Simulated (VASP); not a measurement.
# Si (Fd-3m) in VASP: single point with PBE

Aim: the single point of Si with PBE.

All numbers are computed with VASP 6.6.1; they aren't measurements. Logs are shortened: lines on timing, memory, paths and dates and some standing lists are left out, and cuts for length are marked.

## 1. The cell of the first run

It takes space group Fd-3m (No. 227, cubic). The conventional cell has a = 5.470 Å, b = 5.470 Å, c = 5.470 Å, α = 90.00°, β = 90.00°, γ = 90.00°. Within 3.1 Å of Si (site symmetry -43m) lie 4 Si at 2.37 Å.

## 2. Single point, PBE

Input file INCAR:

```
PREC = Accurate
ENCUT = 500
EDIFF = 1E-6
ISMEAR = 0
SIGMA = 0.02
LREAL = False
LASPH = True
NELM = 120
ALGO = Normal
ISIF = 2
LWAVE = False
LCHARG = False
GGA = PE
NBANDS = 11
GGA_COMPAT = False
```

Input file KPOINTS:

```
Automatic mesh
0
Gamma
  10 10 10
```

Input file POSCAR:

```
Si
1.0
    0.0000000000      2.7348308352      2.7348308352
    2.7348308352      0.0000000000      2.7348308352
    2.7348308352      2.7348308352      0.0000000000
Si
2
Direct
    0.0000000000      0.0000000000      0.0000000000
    0.2500000000      0.2500000000      0.2500000000
```

Potentials or basis: VASP PAW PBE potentials, release 64 (Si).

Command:

```
$ cat potpaw_PBE.64/Si/POTCAR > POTCAR
$ mpirun -np 1 vasp_std > vasp.out
```

OUTCAR:

```text
PREC = Accurate
   ENCUT = 500
   EDIFF = 1E-6
   ISMEAR = 0
   LREAL = False
   LASPH = True
   NELM = 120
   ISIF = 2
   GGA = PE

 ion  position               nearest neighbor table
   1  0.000  0.000  0.000-   2 2.37   2 2.37   2 2.37   2 2.37
   2  0.250  0.250  0.250-   1 2.37   1 2.37   1 2.37   1 2.37

  LATTYP: Found a face centered cubic cell.
 ALAT       =     5.4696616704

  Lattice vectors:

 A1 = (   0.0000000000,   2.7348308352,   2.7348308352)
 A2 = (   2.7348308352,   0.0000000000,   2.7348308352)
 A3 = (   2.7348308352,   2.7348308352,   0.0000000000)

Analysis of symmetry for initial positions (statically):
=====================================================================
 Subroutine PRICEL returns:
 Original cell was already a primitive cell.

 Routine SETGRP: Setting up the symmetry group for a
 face centered cubic supercell.

 Subroutine GETGRP returns: Found 48 space group operations
 (whereof 24 operations were pure point group operations)
 out of a pool of 48 trial point group operations.

The static configuration has the point symmetry T_d .
 The point group associated with its full space group is O_h .

Analysis of symmetry for dynamics (positions and initial velocities):
=====================================================================
 Subroutine PRICEL returns:
 Original cell was already a primitive cell.

 Routine SETGRP: Setting up the symmetry group for a
 face centered cubic supercell.

 Subroutine GETGRP returns: Found 48 space group operations
 (whereof 24 operations were pure point group operations)
 out of a pool of 48 trial point group operations.

The dynamic configuration has the point symmetry T_d .
 The point group associated with its full space group is O_h .

 Subroutine INISYM returns: Found 48 space group operations
 (whereof 24 operations are pure point group operations),
 and found     1 'primitive' translations

----------------------------------------------------------------------------------------

                                     Primitive cell

  volume of cell :      40.9092

  direct lattice vectors                    reciprocal lattice vectors
     0.000000000  2.734830835  2.734830835    -0.182826665  0.182826665  0.182826665
     2.734830835  0.000000000  2.734830835     0.182826665 -0.182826665  0.182826665
     2.734830835  2.734830835  0.000000000     0.182826665  0.182826665 -0.182826665

  length of vectors
[... 84 lines left out ...]
   EDIFFG = 0.1E-04   stopping-criterion for IOM
   NSW    =      0    number of steps for IOM
   IBRION =     -1    ionic relax: 0-MD 1-quasi-New 2-CG
   NFREE  =      0    steps in history (QN), initial steepest desc. (CG)
   ISIF   =      2    stress and relaxation
   ISYM   =      2    0-nonsym 1-usesym 2-fastsym
   POTIM  = 0.5000    time-step for ionic-motion
   TEBEG  =    0.0;   TEEND  =   0.0 temperature during run
   PSTRESS=    0.0 pullay stress
   NELECT =       8.0000    total number of electrons
   NUPDOWN=      -1.0000    fix difference up-down
   EMIN   =  10.00;   EMAX   =-10.00  energy-range for DOS
   EFERMI =   0.00;   METHOD = LEGACY
   ISMEAR =     0;   SIGMA  =   0.02  broadening in eV -4-tet -1-fermi 0-gaus
   EFERMI_NEDOS =   21; number of points for ismear=-14 and -15
   IALGO  =     38    algorithm
   IMIX   =      4    mixing-type and parameters
     AMIX     =   0.40;   BMIX     =  1.00
     AMIX_MAG =   1.60;   BMIX_MAG =  1.00
  volume/ion in A,a.u.               =      20.45       138.03
  Fermi-wavevector in a.u.,A,eV,Ry     =   0.950235  1.795684 12.285334  0.902947
  Thomas-Fermi vector in A             =   2.078593
   LORBIT       =      0    0 simple, 1 ext, 2 COOP (PROOUT), +10 PAW based schemes
   GGA     = PE    functional components
   LHFCALC =     F    Hartree Fock is set to
   AEXX    =    0.0000 exact exchange contribution
   IVDW    =     0    specifies the selected vdW correction
   LEPSILON=     F    determine dielectric tensor
   LRPA    =     F    only Hartree local field effects (RPA)
 non-spin polarized calculation
 Gauss-broadening in eV      SIGMA  =   0.02
  energy-cutoff  :      500.00
  volume of cell :       40.91
 maximum number of plane-waves:      1056
   NGX = 15   NGY = 15   NGZ = 15

 number of electron       8.0000000 magnetization

 Free energy of the ion-electron system (eV)
  ---------------------------------------------------
  ext. energy  EPLUGINS =         0.00000000
  ---------------------------------------------------
  free energy    TOTEN  =       -10.84918612 eV

  energy without entropy =      -10.84918612  energy(sigma->0) =      -10.84918612

 E-fermi :   5.7108     XC(G=0):  -9.3254

 val. band max:        5.6108900749   @ k =   0.0000   0.0000   0.0000
 cond. band min:       6.2296151559   @ k =   0.4000   0.4000   0.0000
 fundamental gap:      0.6187250810
 Fermi energy:         5.7108185714

 k-point     1 :       0.0000    0.0000    0.0000
  band No.  band energies     occupation
      1      -6.2003      2.00000
      2       5.6109      2.00000
      3       5.6109      2.00000
      4       5.6109      2.00000
      5       8.1677      0.00000
      6       8.1677      0.00000
      7       8.1677      0.00000
      8       8.7389      0.00000
      9      13.3199      0.00000
     10      13.3199      0.00000
     11      13.4861      0.00000
[... 309 lines left out ...]
 k-point    24 :       0.4000    0.3000    0.0000
  band No.  band energies     occupation
      1      -4.0786      2.00000
      2       0.2189      2.00000
      3       2.8190      2.00000
      4       3.2283      2.00000
      5       6.6884      0.00000
      6       7.8771      0.00000
      7      12.4637      0.00000
      8      12.6048      0.00000
      9      16.0186      0.00000
     10      16.1465      0.00000
     11      17.6284      0.00000

 [... further k-points ...]
[... 5 lines left out ...]
  --------------------------------------------------------------------------------------
  -------------------------------------------------------------------------------------
  Total       -0.0125125     -0.0125125     -0.0125125      0.0000000      0.0000000     -0.0000000
  in kB       -0.4900403     -0.4900403     -0.4900403      0.0000000      0.0000000     -0.0000000
  external PRESSURE =      -0.4900403 kB  Pullay stress =       0.0000000 kB

 VOLUME and BASIS-vectors are now :
 -----------------------------------------------------------------------------
  energy-cutoff  :      500.00
  volume of cell :       40.91
      direct lattice vectors                 reciprocal lattice vectors
     0.000000000  2.734830835  2.734830835    -0.182826665  0.182826665  0.182826665
     2.734830835  0.000000000  2.734830835     0.182826665 -0.182826665  0.182826665
     2.734830835  2.734830835  0.000000000     0.182826665  0.182826665 -0.182826665

 POSITION                                       TOTAL-FORCE (eV/Angst)
 -----------------------------------------------------------------------------------
      0.00000      0.00000      0.00000         0.000000      0.000000      0.000000
      1.36742      1.36742      1.36742        -0.000000     -0.000000     -0.000000
 -----------------------------------------------------------------------------------
    total drift:                                0.000000      0.000000     -0.000000

  FREE ENERGIE OF THE ION-ELECTRON SYSTEM (eV)
  ---------------------------------------------------
  free  energy   TOTEN  =       -10.8491861240 eV

  energy  without entropy=      -10.8491861240  energy(sigma->0) =      -10.84918612
```

OSZICAR:

```text
N       E                     dE             d eps       ncg     rms          rms(c)
DAV:   1     0.673832477646E+01    0.67383E+01   -0.32002E+03  1034   0.553E+02
DAV:   2    -0.104112908055E+02   -0.17150E+02   -0.16343E+02  1396   0.818E+01
DAV:   3    -0.110119047547E+02   -0.60061E+00   -0.59828E+00  1317   0.128E+01
DAV:   4    -0.110170630808E+02   -0.51583E-02   -0.51578E-02  1257   0.150E+00
DAV:   5    -0.110171120660E+02   -0.48985E-04   -0.48985E-04  1333   0.138E-01    0.475E+00
DAV:   6    -0.109013550641E+02    0.11576E+00   -0.64996E-02  1166   0.105E+00    0.289E+00
DAV:   7    -0.108476764523E+02    0.53679E-01   -0.12746E-01  1194   0.158E+00    0.167E-01
DAV:   8    -0.108489480874E+02   -0.12716E-02   -0.56882E-03  1187   0.404E-01    0.793E-02
DAV:   9    -0.108491611788E+02   -0.21309E-03   -0.20733E-04  1270   0.870E-02    0.580E-02
DAV:  10    -0.108491854178E+02   -0.24239E-04   -0.20816E-05  1228   0.263E-02    0.501E-03
DAV:  11    -0.108491861240E+02   -0.70620E-06   -0.20427E-06  1260   0.741E-03
   1 F= -.10849186E+02 E0= -.10849186E+02  d E =-.487231E-15
```

stdout:

```text
POSCAR found type information on POSCAR Si
 POSCAR found :  1 types and       2 ions
 scaLAPACK will be used
 LDA part: xc-table for (Slater+PW92), standard interpolation
 POSCAR, INCAR and KPOINTS ok, starting setup
 FFT: planning ... GRIDC
 FFT: planning ... GRID_SOFT
 FFT: planning ... GRID
 WAVECAR not read
 entering main loop
```

Run time: 23 s. Hardware: 1 thread of Intel Xeon 8259CL, shared host; peak memory 0.15 GiB.

Results:

```yaml
Free_energy: -10.8492 eV
Pressure: 0.0 GPa
Band_gap_on_the_k_mesh: 0.62 eV, indirect (least direct gap 2.56 eV)
```
